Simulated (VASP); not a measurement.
Runs of VASP 6.6.1 on Si2W. The structure is that of space group I4/mmm (No. 139), or close to it. The cells are those of the table. 

| task | level | potentials or basis | cell | k mesh | cutoff (eV) | gap on the mesh (eV) | pressure (GPa) | relaxed volume (Å³/atom) | largest force (eV/Å) |
| --- | --- | --- | --- | --- | --- | --- | --- | --- | --- |
| single point | PBEsol | VASP PAW PBE potentials, release 64 (W_sv, Si) | a = 4.527 Å, angles 138.4, 138.4, 60.3°, 3 atoms | 10 × 10 × 10 | 520 | none | -1.6 | - | - |
| single point | LDA | VASP PAW LDA potentials, release 64 (W_sv, Si) | a = 4.527 Å, angles 138.4, 138.4, 60.3°, 3 atoms | 7 × 7 × 7 | 520 | none | -5.0 | - | 0.08 |
| relaxation of cell and atoms | revPBE+D3(BJ) | VASP PAW PBE potentials, release 64 (W_sv, Si) | relaxed from a = 4.527 Å, angles 138.4, 138.4, 60.3°, 3 atoms | 12 × 12 × 12 | 600 | none | 0.0 | (b) | 0.01 |
| relaxation of cell and atoms | PBE+D4 | VASP PAW PBE potentials, release 64 (W_sv, Si) | relaxed from a = 4.527 Å, angles 138.4, 138.4, 60.3°, 3 atoms | 12 × 12 × 12 | 600 | none | 0.0 | 13.31 | - |
| single point | PBEsol | VASP PAW PBE potentials, release 64 (W_sv, Si) | a = 4.663 Å, angles 139.7, 139.7, 58.3°, 3 atoms | 10 × 10 × 10 | 520 | none | (a) | - | (c) |
| single point | PBEsol | VASP PAW PBE potentials, release 64 (W_sv, Si) | a = 4.527 Å, angles 138.4, 138.4, 60.3°, 3 atoms | 7 × 7 × 7 | 520 | none | -1.7 | - | 0.01 |
| single point | PBEsol | VASP PAW PBE potentials, release 64 (W_sv, Si) | a = 4.417 Å, angles 138.7, 138.7, 59.9°, 3 atoms | 12 × 12 × 12 | 520 | none | 20.6 | - | 0.01 |
| single point | BLYP+D3(BJ) | VASP PAW PBE potentials, release 64 (W_sv, Si) | a = 4.496 Å, angles 138.4, 138.4, 60.3°, 3 atoms | 12 × 12 × 12 | 520 | none | 1.2 | - | 0.01 |

Alike in all rows: no spin polarisation; smearing fermi-dirac 0.05 eV.

Fill in the values left out.

(a) -10.1; (b) 12.99; (c) 0.11.

Caveats: some runs use coarse meshes; spin-orbit coupling is left out, which moves the levels of the heavy elements; the PAW data sets were made with another functional, which shifts forces and pressure a little (some runs); pairwise dispersion overbinds metals, which lowers pressure and volume (some runs).

A k mesh can miss the band edges, and the runs leave out spin-orbit coupling on W.

A gap of «none» marks levels without a gap at the run's occupations.
